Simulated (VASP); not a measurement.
Crystal: CaO.

```
CELL_PARAMETERS angstrom
0.00000 2.47640 2.78954
2.47640 0.00000 2.78954
2.47640 2.47640 0.00000
ATOMIC_POSITIONS crystal
Ca 0.00000 0.00000 0.00000
O 0.25000 0.25000 0.25000
```

This cell differs from its parent crystal: epitaxial xy strain -5.0%.

Base run:

* Program: VASP 6.6.1
* Functional: PBE
* Potentials or basis: VASP PAW PBE potentials, release 64 (Ca_sv, O)
* Cutoff: 520 eV
* k mesh: 6 × 6 × 6
* Occupations: gaussian, width 0.01 eV
* Spin: no spin polarisation

Its results: band gap on the k mesh 3.29 eV (least direct gap 4.02 eV); pressure 4.2 GPa.

Task: The run is repeated on the same cell with these changes: functional from PBE to HSE06; further incar settings from ALGO = Normal; EDIFF = 1e-06; NBANDS = 15 to ALGO = Normal; EDIFF = 1e-07; NBANDS = 15. What comes out?

Result: Band gap on the k mesh 4.68 eV (least direct gap 5.42 eV); pressure 3.0 GPa.

Caveats: the cell stands under pressure; the PAW data sets were made with another functional, which shifts forces and pressure a little (at least some runs).

A k mesh can miss the band edges.
